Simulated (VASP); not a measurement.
Set up this calculation in VASP 6.6.1, as the native input.

| Quantity | Value |
| --- | --- |
| Task | single point |
| Functional | BLYP |
| Potentials or basis | VASP PAW PBE potentials, release 64 (Be) |
| Cutoff | 520 eV |
| k mesh | 12 × 12 × 16 |
| Occupations | fermi-dirac, width 0.1 eV |
| Spin | no spin polarisation |
| Dipole correction | no |
| Further INCAR settings | ALGO = Normal; EDIFF = 1e-06; NBANDS = 10 |

The structure of Be lies in POSCAR:

```
Be
1.0
    3.5196116029      0.0000000000      0.0000000000
   -1.7598058014      3.0480730596      0.0000000000
    0.0000000000      0.0000000000      2.1758337208
Be
3
Direct
    1.0000000000      0.0000000000      0.0000000000
    0.3333333333      0.6666666667      0.5000000000
    0.6666666667      0.3333333333      0.5000000000
```

This isn't the form of Be at room conditions, which is hcp.

The input as run:

INCAR

```
SYSTEM = Be
AGGAC = 1.0 ; AGGAX = 1.0
ALDAC = 0.0 ; ALDAX = 1.0
ALGO = Normal ; EDIFF = 1E-6
ENCUT = 520 ; GGA = B5
ISIF = 2 ; ISMEAR = -1
LASPH = .True. ; LCHARG = .False.
LREAL = .False. ; LWAVE = .False.
NBANDS = 10 ; NELM = 80
PREC = Accurate ; SIGMA = 0.1
```

KPOINTS

```
k-points
0
Gamma
  12 12 16
  0 0 0
```

Potentials or basis: VASP PAW PBE potentials, release 64 (Be).

Run with:

```console
$ cat potpaw_PBE.64/Be/POTCAR > POTCAR
$ mpirun -np 1 vasp_std > vasp.out
```

It gave:

```yaml
Pressure: 5.0 GPa
Band_gap_on_the_k_mesh: zero (bands 3 and 4 overlap by 4.65 eV)
```

Caveat: the cell stands under pressure; the PAW data sets were made with another functional, which shifts forces and pressure a little.

Run time: 31 s on 1 thread of Intel Xeon 8259CL (shared host), peak memory 0.15 GiB.
